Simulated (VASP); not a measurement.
# Pt in VASP: notebook

Pt is run at these levels: PBE+D3(BJ); tasks: single point.

All numbers are computed with VASP 6.6.1; they aren't measurements. Logs are shortened: lines on timing, memory, paths and dates and some standing lists are left out, and cuts for length are marked.

## Step 1: The cell of the first run

The typed cell holds 4 atoms: a = 5.468 Å, b = 8.353 Å, c = 2.777 Å, α = 120.68°, β = 119.48°, γ = 109.11°.

## Step 2: Single point, PBE+D3(BJ)

File INCAR:

```
SYSTEM = Pt
PREC = Accurate
ENCUT = 520
EDIFF = 1E-6
ISMEAR = 0
SIGMA = 0.1
LREAL = .FALSE.
LASPH = .TRUE.
NELM = 100
ALGO = Fast
ISIF = 2
LWAVE = .FALSE.
LCHARG = .FALSE.
GGA = PE
IVDW = 12
NBANDS = 28
```

File KPOINTS:

```
Automatic mesh
0
G
  7 5 24
  0 0 0
```

File POSCAR:

```
Pt
1.0
    5.4684361847     -0.0000000636      0.0008084583
   -2.7342181841      7.8930077786      0.0008373506
   -1.3669022897     -1.9730319584      1.3966443255
Pt
4
Direct
    0.0000000000      0.0000000000      0.0000000000
    0.5000000000      0.0000000000      0.0000000000
    0.2500000000      0.5000000000      0.0000000000
    0.7500000000      0.5000000000      0.0000000000
```

Potentials or basis: VASP PAW PBE potentials, release 64 (Pt).

Started as:

```bash
> cat potpaw_PBE.64/Pt/POTCAR > POTCAR
> mpirun -np 1 vasp_std > vasp.out
```

OUTCAR:

```text
SYSTEM = Pt
   PREC = Accurate
   ENCUT = 520
   EDIFF = 1E-6
   ISMEAR = 0
   LREAL = .FALSE.
   LASPH = .TRUE.
   NELM = 100
   ISIF = 2
   GGA = PE
   IVDW = 12
 IVDW          = 12

 ion  position               nearest neighbor table
   1  0.000  0.000  0.000-   2 2.73   2 2.73   2 2.78   2 2.78   3 2.78   4 2.78   4 2.78   3 2.78

   2  0.500  0.000  0.000-   1 2.73   1 2.73   1 2.78   1 2.78   4 2.78   3 2.78   3 2.78   4 2.78

   3  0.250  0.500  0.000-   4 2.73   4 2.73   4 2.78   4 2.78   2 2.78   1 2.78   1 2.78   2 2.78

   4  0.750  0.500  0.000-   3 2.73   3 2.73   3 2.78   3 2.78   1 2.78   2 2.78   2 2.78   1 2.78

  LATTYP: Found a triclinic cell.
 ALAT       =     6.2209055237
 B/A-ratio  =     0.7764817318
 C/A-ratio  =     0.8929363385
 COS(alpha) =     0.0069189618
 COS(beta)  =     0.2354343277
 COS(gamma) =     0.9038515627

  Lattice vectors:

 A1 = (   2.7333911582,  -0.0008798814,  -5.5882231109)
 A2 = (   1.3664888685,  -1.9739118398,  -4.1915787854)
 A3 = (  -2.7346316053,   3.9460639804,  -2.7940971093)

Analysis of symmetry for initial positions (statically):
=====================================================================
 Subroutine PRICEL returns following result:

  LATTYP: Found a triclinic cell.
 ALAT       =     4.8300434895
 B/A-ratio  =     0.5785276554
 C/A-ratio  =     1.3962170057
 COS(alpha) =     0.0000556805
 COS(beta)  =     0.4686416977
 COS(gamma) =     0.8677466277

  Lattice vectors:

 A1 = (  -1.3677292697,   1.9725920654,  -4.1913622247)
 A2 = (  -0.0004134671,  -0.0004399248,  -2.7943136700)
 A3 = (  -5.4684362306,   3.9465039370,  -0.0001876684)

   4 primitive cells build up your supercell.

 Routine SETGRP: Setting up the symmetry group for a
 triclinic supercell.

 Subroutine GETGRP returns: Found  2 space group operations
 (whereof  2 operations were pure point group operations)
 out of a pool of  2 trial point group operations.

The static configuration has the point symmetry S_2 .

Analysis of symmetry for dynamics (positions and initial velocities):
=====================================================================
 Subroutine PRICEL returns following result:

  LATTYP: Found a triclinic cell.
 ALAT       =     4.8300434895
 B/A-ratio  =     0.5785276554
 C/A-ratio  =     1.3962170057
 COS(alpha) =     0.0000556805
 COS(beta)  =     0.4686416977
 COS(gamma) =     0.8677466277

  Lattice vectors:

 A1 = (  -1.3677292697,   1.9725920654,  -4.1913622247)
 A2 = (  -0.0004134671,  -0.0004399248,  -2.7943136700)
 A3 = (  -5.4684362306,   3.9465039370,  -0.0001876684)

   4 primitive cells build up your supercell.

 Routine SETGRP: Setting up the symmetry group for a
 triclinic supercell.

 Subroutine GETGRP returns: Found  2 space group operations
 (whereof  2 operations were pure point group operations)
 out of a pool of  2 trial point group operations.

The dynamic configuration has the point symmetry S_2 .

 Subroutine INISYM returns: Found  2 space group operations
 (whereof  2 operations are pure point group operations),
 and found     4 'primitive' translations

----------------------------------------------------------------------------------------

                                     Primitive cell

  volume of cell :      15.0762

  direct lattice vectors                    reciprocal lattice vectors
    -1.367729270  1.972592065 -4.191362225     0.731470597  1.013555372 -0.000267804
    -0.000413467 -0.000439925 -2.794313670    -1.097152988 -1.520276764 -0.357467942
    -5.468436231  3.946503937 -0.000187668    -0.365735290 -0.253388849  0.000094009

  length of vectors
     4.830043489  2.794313735  6.743788858     1.249937517  1.908604057  0.444936198

  position of ions in fractional coordinates (direct lattice)
     0.000000000  0.000000000  0.000000000

  ion indices of the primitive-cell ions
   primitive index   ion index
                 1           1

----------------------------------------------------------------------------------------

 KPOINTS: Automatic mesh

Automatic generation of k-mesh.
 Grid dimensions read from file:
 generate k-points for:    7    5   24

 Generating k-lattice:

  Cartesian coordinates                     Fractional coordinates (reciprocal lattice)
     0.026118280  0.009043571  0.038337886     0.142857143  0.000000000 -0.000000000
    -0.000005290  0.025333254  0.035782975    -0.000000000  0.200000000 -0.000000000
    -0.000004409 -0.000004691  0.029822471     0.000000000  0.000000000  0.041666667

  Length of vectors
     0.047262504  0.043842846  0.029822471

  Shift w.r.t. Gamma in fractional coordinates (k-lattice)
     0.000000000  0.000000000  0.000000000

 Subroutine IBZKPT returns following result:
 ===========================================

 Found    421 irreducible k-points:

 Following reciprocal coordinates:
            Coordinates               Weight
  0.000000  0.000000  0.000000      1.000000
  0.142857  0.000000  0.000000      2.000000
  0.285714  0.000000  0.000000      2.000000
  0.428571  0.000000  0.000000      2.000000
 -0.000000  0.200000  0.000000      2.000000
  0.142857  0.200000  0.000000      2.000000
[... 16 lines left out ...]
 -0.428571 -0.000000  0.041667      2.000000
 -0.285714 -0.000000  0.041667      2.000000
 [... further k-points ...]
   k-points           NKPTS =    421   k-points in BZ     NKDIM =    421   number of bands    NBANDS=     28
   number of dos      NEDOS =    301   number of ions     NIONS =      4
   total plane-waves  NPLWV =  64512
   dimension x,y,z NGX =    42 NGY =   64 NGZ =   24
   dimension x,y,z NGXF=    84 NGYF=  128 NGZF=   48
   ions per type =               4
   NGX,Y,Z   is equivalent  to a cutoff of  12.77, 12.74, 14.37 a.u.
   NGXF,Y,Z  is equivalent  to a cutoff of  25.54, 25.47, 28.74 a.u.
 SYSTEM =  Pt
   PREC   = accura    normal or accurate (medium, high low for compatibility)
   ISTART =      0    job   : 0-new  1-cont  2-samecut
   ICHARG =      2    charge: 1-file 2-atom 10-const
   ISPIN  =      1    spin polarized calculation?
   LNONCOLLINEAR =      F non collinear calculations
   LSORBIT =      F    spin-orbit coupling
   LASPH  =      T    aspherical Exc in radial PAW
   ENCUT  =  520.0 eV  38.22 Ry    6.18 a.u.  10.17 15.53  5.16*2*pi/ulx,y,z
   NELM   =    100;   NELMIN=  2; NELMDL= -5     # of ELM steps
   EDIFF  = 0.1E-05   stopping-criterion for ELM
   LREAL  =      F    real-space projection
[... 7 lines left out ...]
   TEBEG  =    0.0;   TEEND  =   0.0 temperature during run
   PSTRESS=    0.0 pullay stress
   NELECT =      40.0000    total number of electrons
   NUPDOWN=      -1.0000    fix difference up-down
   EMIN   =  10.00;   EMAX   =-10.00  energy-range for DOS
   EFERMI =   0.00;   METHOD = LEGACY
   ISMEAR =     0;   SIGMA  =   0.10  broadening in eV -4-tet -1-fermi 0-gaus
   EFERMI_NEDOS =   21; number of points for ismear=-14 and -15
   IALGO  =     68    algorithm
   IMIX   =      4    mixing-type and parameters
     AMIX     =   0.40;   BMIX     =  1.00
     AMIX_MAG =   1.60;   BMIX_MAG =  1.00
  volume/ion in A,a.u.               =      15.08       101.74
  Fermi-wavevector in a.u.,A,eV,Ry     =   1.427725  2.698009 27.734097  2.038399
  Thomas-Fermi vector in A             =   2.547864
   LORBIT       =      0    0 simple, 1 ext, 2 COOP (PROOUT), +10 PAW based schemes
   GGA     = PE    functional components
   LHFCALC =     F    Hartree Fock is set to
   AEXX    =    0.0000 exact exchange contribution
   IVDW    =    12    specifies the selected vdW correction
   LEPSILON=     F    determine dielectric tensor
   LRPA    =     F    only Hartree local field effects (RPA)
 non-spin polarized calculation
 RMM-DIIS sequential band-by-band and
 Gauss-broadening in eV      SIGMA  =   0.10
  energy-cutoff  :      520.00
  volume of cell :       60.30
 maximum number of plane-waves:      1641
 NGX is ok and might be reduce to    42
   NGX = 21   NGY = 31   NGZ = 11

 number of electron      40.0000000 magnetization

 Free energy of the ion-electron system (eV)
  ---------------------------------------------------
  ext. energy  EPLUGINS =         0.00000000
  ---------------------------------------------------
  free energy    TOTEN  =       -24.34405676 eV

  energy without entropy =      -24.30614639  energy(sigma->0) =      -24.32510157

 E-fermi :  11.2637     XC(G=0): -13.4920

 val. band max:       11.2595621386   @ k =   0.2857   0.2000   0.4583
 cond. band min:      11.2641271250   @ k =   0.4286   0.4000   0.3333
 fundamental gap:      0.0045649864
 Fermi energy:        11.2637251064

 k-point     1 :       0.0000    0.0000    0.0000
  band No.  band energies     occupation
      1       1.0510      2.00000
      2       3.9097      2.00000
      3       4.9915      2.00000
      4       4.9915      2.00000
      5       6.1523      2.00000
      6       6.1523      2.00000
[... 20 lines left out ...]
     27      18.7504      0.00000
     28      25.3850      0.00000

 k-point     2 :       0.1429    0.0000    0.0000
  band No.  band energies     occupation
      1       1.5065      2.00000
      2       4.0747      2.00000
      3       4.5112      2.00000
      4       4.8492      2.00000
      5       5.5335      2.00000
      6       7.0583      2.00000
[... 20 lines left out ...]
     27      20.0813      0.00000
     28      22.1038      0.00000

 k-point     3 :       0.2857    0.0000    0.0000
  band No.  band energies     occupation
      1       2.7520      2.00000
      2       3.9089      2.00000
      3       4.4392      2.00000
      4       4.7420      2.00000
      5       5.3155      2.00000
      6       6.5611      2.00000
[... 20 lines left out ...]
     27      21.7419      0.00000
     28      22.8311      0.00000

 k-point     4 :       0.4286    0.0000    0.0000
  band No.  band energies     occupation
      1       3.8613      2.00000
      2       4.2442      2.00000
      3       4.3432      2.00000
      4       4.8092      2.00000
      5       5.4634      2.00000
      6       5.8982      2.00000
[... 20 lines left out ...]
     27      24.1257      0.00000
     28      25.2602      0.00000

 k-point     5 :      -0.0000    0.2000    0.0000
  band No.  band energies     occupation
      1       1.4396      2.00000
      2       3.8856      2.00000
      3       4.5902      2.00000
      4       4.6579      2.00000
      5       5.1848      2.00000
      6       6.8872      2.00000
[... 20 lines left out ...]
     27      19.9608      0.00000
     28      23.3611      0.00000

 k-point     6 :       0.1429    0.2000    0.0000
  band No.  band energies     occupation
      1       2.4427      2.00000
      2       3.8192      2.00000
      3       4.0297      2.00000
      4       4.4323      2.00000
      5       4.8880      2.00000
      6       6.8827      2.00000
[... 463 lines left out ...]
      5       5.2102      2.00000
      6       6.2881      2.00000
[... 20 lines left out ...]
     27      23.8476      0.00000
     28      24.0891      0.00000

 k-point    22 :       0.4286    0.0000    0.0417
  band No.  band energies     occupation
      1       3.8657      2.00000
      2       4.3123      2.00000
      3       4.6747      2.00000
      4       4.7795      2.00000
      5       5.5414      2.00000
      6       5.8082      2.00000
[... 20 lines left out ...]
     27      24.1432      0.00000
     28      24.2440      0.00000

 k-point    23 :      -0.4286   -0.0000    0.0417
  band No.  band energies     occupation
      1       3.5647      2.00000
      2       3.7343      2.00000
      3       4.8124      2.00000
      4       4.9148      2.00000
      5       5.5475      2.00000
      6       6.1659      2.00000
[... 20 lines left out ...]
     27      22.9382      0.00000
     28      24.3662      0.00000

 k-point    24 :      -0.2857   -0.0000    0.0417
  band No.  band energies     occupation
      1       2.0962      2.00000
      2       4.2077      2.00000
      3       4.4311      2.00000
      4       4.9146      2.00000
      5       5.5762      2.00000
      6       6.9004      2.00000
[... 20 lines left out ...]
     27      21.4724      0.00000
     28      21.6836      0.00000

 [... further k-points ...]

------------------------ aborting loop because EDIFF is reached ----------------------------------------

 Edisp (eV)   -3.11812

 E8    (eV) :    -1.4300

  FORCE on cell =-STRESS in cart. coord.  units (eV):
  Direction    XX          YY          ZZ          XY          YZ          ZX
  --------------------------------------------------------------------------------------
  -------------------------------------------------------------------------------------
  Total       1.34307     0.06631    -0.20532     0.03990     0.00216     0.00203
  in kB      35.68282     1.76183    -5.45495     1.06016     0.05736     0.05406
  external pressure =       10.66 kB  Pullay stress =        0.00 kB

 VOLUME and BASIS-vectors are now :
 -----------------------------------------------------------------------------
  energy-cutoff  :      520.00
  volume of cell :       60.30
      direct lattice vectors                 reciprocal lattice vectors
     5.468436185 -0.000000064  0.000808458     0.182827962  0.063304996  0.268365204
    -2.734218184  7.893007779  0.000837351    -0.000026449  0.126666272  0.178914877
    -1.366902290 -1.973031958  1.396644326    -0.000105816 -0.000112587  0.715739294

 POSITION                                       TOTAL-FORCE (eV/Angst)
 -----------------------------------------------------------------------------------
      0.00000      0.00000      0.00000         0.000000      0.000000      0.000000
      2.73422     -0.00000      0.00040         0.000000     -0.000000     -0.000000
     -0.00000      3.94650      0.00062        -0.000000      0.000000      0.000000
      2.73422      3.94650      0.00103        -0.000000     -0.000000     -0.000000
 -----------------------------------------------------------------------------------
    total drift:                                0.000000      0.000000     -0.000000

  FREE ENERGIE OF THE ION-ELECTRON SYSTEM (eV)
  ---------------------------------------------------
  free  energy   TOTEN  =       -27.4621747717 eV

  energy  without entropy=      -27.4242644020  energy(sigma->0) =      -27.44321959
```

It took 27 min on 1 thread of Oxide Virtual Turin-like, shared host; peak memory 0.61 GiB.

Results:

```
Free energy                : -27.4622 eV
Pressure                   : 1.1 GPa
Band gap on the k mesh     : zero (bands 20 and 21 overlap by 1.58 eV)
Dispersion energy per atom : -0.780 eV
```

Stress tensor (GPa, compression positive):
```
 3.57  0.11  0.01
 0.11  0.18  0.01
 0.01  0.01 -0.55
```

Levels at points of the mesh, in eV from the Fermi level:
| k point | band 18 | band 19 | band 20 | band 21 | band 22 | band 23 |
| --- | --- | --- | --- | --- | --- | --- |
| (0.00, 0.00, 0.00) | -0.56 | -0.01 | 0.06 | 0.23 | 0.23 | 3.15 |
| (0.00, 0.00, 0.50) | 0.24 | 0.24 | 0.49 | 0.51 | 1.67 | 3.15 |

Caveat: spin-orbit coupling is left out, which moves the levels of the heavy elements.

## Step 3: Single point, PBE+D3(BJ)

File INCAR:

```
  ALGO = Fast
  EDIFF = 1E-7
  ENCUT = 520
  GGA = PE
  ISIF = 2
  ISMEAR = 0
  IVDW = 12
  LASPH = T
  LCHARG = F
  LREAL = F
  LWAVE = F
  NBANDS = 28
  NELM = 60
  PREC = Accurate
  SIGMA = 0.1
```

File KPOINTS:

```
k-points
0
Gamma
  7 5 24
```

File POSCAR:

```
Pt
1.0
    5.4684362445      0.0000000000      0.0000000000
   -2.7342181222      7.8930078445      0.0000000000
   -1.3671090611     -1.9732519611      1.3983515732
Pt
4
Direct
    0.0000000000      0.0000000000      0.0000000000
    0.5000000000      0.0000000000      0.0000000000
    0.2500000000      0.5000000000      0.0000000000
    0.7500000000      0.5000000000      0.0000000000
```

Potentials or basis: VASP PAW PBE potentials, release 64 (Pt).

Started as:

```bash
> cat potpaw_PBE.64/Pt/POTCAR > POTCAR
> mpirun -np 1 vasp_std > vasp.out
```

Run time: 41 min. Hardware: 1 thread of Oxide Virtual Turin-like, shared host; peak memory 0.62 GiB.

It converged, with:

| Quantity | Value |
| --- | --- |
| Free energy | -27.4620 eV |
| Pressure | 0.8 GPa |
| Band gap on the k mesh | zero (bands 20 and 21 overlap by 1.58 eV) |
| Dispersion energy per atom | -0.779 eV |

Stress tensor (GPa, compression positive):
```
 3.39  0.11  0.02
 0.11 -0.05  0.03
 0.02  0.03 -0.84
```

Levels at points of the mesh, in eV from the Fermi level:
```csv
k point,band 17,band 18,band 19,band 20,band 21,band 22,band 23,band 24
"(0.00, 0.00, 0.00)",-1.56,-0.56,-0.02,0.07,0.23,0.23,3.15,3.15
"(0.00, 0.00, 0.50)",0.06,0.24,0.24,0.48,0.51,1.67,3.15,3.15
```

Caveat: spin-orbit coupling is left out, which moves the levels of the heavy elements.
